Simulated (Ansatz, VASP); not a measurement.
Two plane-wave programs on MoS2

```xyz
6
Lattice="3.0157 0.0000 0.0000 -1.5079 2.6117 0.0000 0.0000 0.0000 12.8157" Properties=species:S:1:pos:R:3 pbc="T T T"
Mo    1.5079    0.8706    3.2039
Mo    0.0000    1.7411    9.6118
S     1.5079    0.8706    8.0063
S     0.0000    1.7411    4.8094
S     1.5079    0.8706   11.2172
S     0.0000    1.7411    1.5985
```

Alike in both runs: task single point; functional PBEsol; k mesh 12 × 12 × 2; occupations gaussian, width 0.02 eV; no spin polarisation.

```csv
,VASP,Ansatz
version,VASP 6.6.1,Ansatz 0.2.0
potentials or method,"VASP PAW PBE potentials, release 64 (Mo_sv, S), cutoff 520 eV","scalar-relativistic, plane waves, PAW"
valence electrons in the cell,52,52
```

|  | VASP | Ansatz | Ansatz less VASP |
| --- | --- | --- | --- |
| gap on the k mesh at the Fermi level (eV) | 1.23 | 1.21 | -0.014 |
| least direct gap on the mesh (eV) | 2.08 | 2.07 | -0.007 |
| pressure (GPa) | 8.5 | 8.5 | 0.00 |
| traceless stress, the component that is largest in VASP (GPa) | -8.54 | -8.49 | +0.048 |

VASP's potentials were made for PBE, not for PBEsol. The functional is the same, so the differences come from potentials, cutoffs and numerics.
